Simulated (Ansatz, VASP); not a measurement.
# MgS: VASP beside Ansatz

The input INCAR:

```
PREC = Accurate
ENCUT = 520
EDIFF = 1E-6
ISMEAR = 0
SIGMA = 0.02
LREAL = F
LASPH = T
NELM = 100
ALGO = Normal
ISIF = 2
LWAVE = F
LCHARG = F
GGA = PE
NBANDS = 11
```

The input KPOINTS:

```
regular mesh
0
Gamma
  8 8 8
```

Contents of POSCAR:

```
MgS
1.0
    0.0000000000      2.5422283140      2.5422283140
    2.5422283140      0.0000000000      2.5422283140
    2.5422283140      2.5422283140      0.0000000000
Mg S
1 1
Direct
    0.0000000000      0.0000000000      0.0000000000
    0.5000000000      0.5000000000      0.5000000000
```

Input for Ansatz:

```yaml
crystal:
  lattice:
    - [0.0, 2.542228314, 2.542228314]
    - [2.542228314, 0.0, 2.542228314]
    - [2.542228314, 2.542228314, 0.0]
  atoms:
    - { symbol: Mg, position: [0.0, 0.0, 0.0] }
    - { symbol: S, position: [0.5, 0.5, 0.5] }
basis:
  ecutwfc: 420
kpoints:
  mp_grid: { grid: [8, 8, 8] }
hamiltonian:
  xc: pbe
scf:
  occupations: { method: gaussian, width: 0.02 }
output:
  forces: true
  stress: true
  eigenvalues: true
```

Alike in both runs: task single point; functional PBE; k mesh 8 × 8 × 8; occupations gaussian, width 0.02 eV; no spin polarisation.

|  | VASP | Ansatz |
| --- | --- | --- |
| version | VASP 6.6.1 | Ansatz 0.2.0 |
| potentials or method | VASP PAW PBE potentials, release 64 (Mg, S), cutoff 520 eV | scalar-relativistic, plane waves, PAW |
| valence electrons in the cell | 8 | 16 |

VASP gave:

| Property | Result |
| --- | --- |
| gap on the k mesh at the Fermi level (eV) | 2.92 |
| least direct gap on the mesh (eV) | 4.28 |
| pressure (GPa) | 7.1 |

Question: Estimate Ansatz's values.

Answer: gap on the k mesh at the Fermi level (eV): 2.93; least direct gap on the mesh (eV): 4.29; pressure (GPa): 7.4.

VASP's potentials hold 8 valence electrons a cell and Ansatz's 16, so a difference there can come from the potentials and not from the codes.
